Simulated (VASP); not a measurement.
Runs of VASP 6.6.1 on SnTe. The structure is that of space group Fm-3m (No. 225), or close to it. The cells are those of the table. 

```csv
cell,gap on the mesh (eV),pressure (GPa)
"a = 4.241 Å, angles 60.0°, 2 atoms",0.19,12.6
"a = 4.576 Å, angles 60.0°, 2 atoms",0.13,(c)
"a = 4.687 Å, angles 60.0°, 2 atoms",0.30,-3.3
"a = 4.297, b = 4.297, c = 4.352 Å, angles 59.6, 59.6, 60.9°, 2 atoms",0.23,8.4
"a = 4.297, b = 4.297, c = 4.241 Å, angles 60.4, 60.4, 59.1°, 2 atoms",0.14,10.4
"a = 4.409, b = 4.409, c = 4.352 Å, angles 60.4, 60.4, 59.2°, 2 atoms",0.29,(a)
"a = 4.354, b = 4.354, c = 4.241 Å, angles 60.9, 60.9, 58.3°, 2 atoms",none,8.6
"a = 4.352 Å, angles 60.0°, 2 atoms",(b),6.4
"a = 4.409, b = 4.409, c = 4.464 Å, angles 59.6, 59.6, 60.8°, 2 atoms",0.20,3.4
```

Alike in all rows: task single point; level PBE; potentials or basis VASP PAW PBE potentials, release 64 (Sn_d, Te); no spin polarisation; k mesh 10 × 10 × 10; cutoff (eV) 520; smearing gaussian 0.03 eV.

Q: Fill in the values left out.

A: (a) 4.9; (b) 0.28; (c) -1.1.

Caveats: spin-orbit coupling is left out, which moves the levels of the heavy elements.

A k mesh can miss the band edges, and the runs leave out spin-orbit coupling on Sn, Te.

A gap of «none» marks levels without a gap at the run's occupations.
